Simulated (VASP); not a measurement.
Set up this calculation in VASP 6.6.1, as the native input.

```
Task                   : single point
Functional             : PBE
Potentials or basis    : VASP PAW PBE potentials, release 64 (Mg_sv, Cd_sv_GW, O)
Cutoff                 : 840 eV
k mesh                 : 4 × 4 × 4
Occupations            : gaussian, width 0.1 eV
Spin                   : no spin polarisation
Dipole correction      : no
Further INCAR settings : ALGO = Normal; EDIFF = 1e-06; NBANDS = 46
```

The structure of MgCd3O lies in POSCAR:

```
MgCd3O
1.0
    4.4877220700      0.0000000000      0.0000000000
    0.0000000000      4.4877220700      0.0000000000
    0.0000000000      0.0000000000      5.0619580200
Mg Cd O
1 3 1
Direct
    0.5000000000      0.5000000000      0.5804528200
    0.5000000000      0.0000000000      0.0426836700
    0.0000000000      0.5000000000      0.0426836700
    0.5000000000      0.5000000000      0.1263733200
    0.0000000000      0.0000000000      0.9745571500
```

The cell was generated, and may not be a known phase.

The input as run:

INCAR

```
SYSTEM = MgCd3O
PREC = Accurate
ENCUT = 840
EDIFF = 1E-6
ISMEAR = 0
SIGMA = 0.1
LREAL = .FALSE.
LASPH = .TRUE.
NELM = 120
ALGO = Normal
ISIF = 2
LWAVE = .FALSE.
LCHARG = .FALSE.
GGA = PE
NBANDS = 46
GGA_COMPAT = .FALSE.
```

KPOINTS

```
Automatic mesh
0
G
  4 4 4
  0 0 0
```

Potentials or basis: VASP PAW PBE potentials, release 64 (Mg_sv, Cd_sv_GW, O).

Launch:

```sh
$ cat potpaw_PBE.64/Mg_sv/POTCAR potpaw_PBE.64/Cd_sv_GW/POTCAR potpaw_PBE.64/O/POTCAR > POTCAR
$ mpirun -np 1 vasp_std > vasp.out
```

Results of the run:

| Item | Value |
| --- | --- |
| Pressure | 35.3 GPa |
| Largest force | 2.623 eV/Å |
| Band gap on the k mesh | zero (bands 38 and 39 overlap by 1.76 eV) |

Caveat: the stress differs along the axes, from 17 to 44 GPa; forces of over 1 eV/Å act on the atoms, so gaps and moduli don't describe the material at rest.

Run time: 110 s on 1 thread of Intel(R) Xeon(R) 6975P-C (Granite Rapids), on a shared host, peak memory 0.37 GiB.
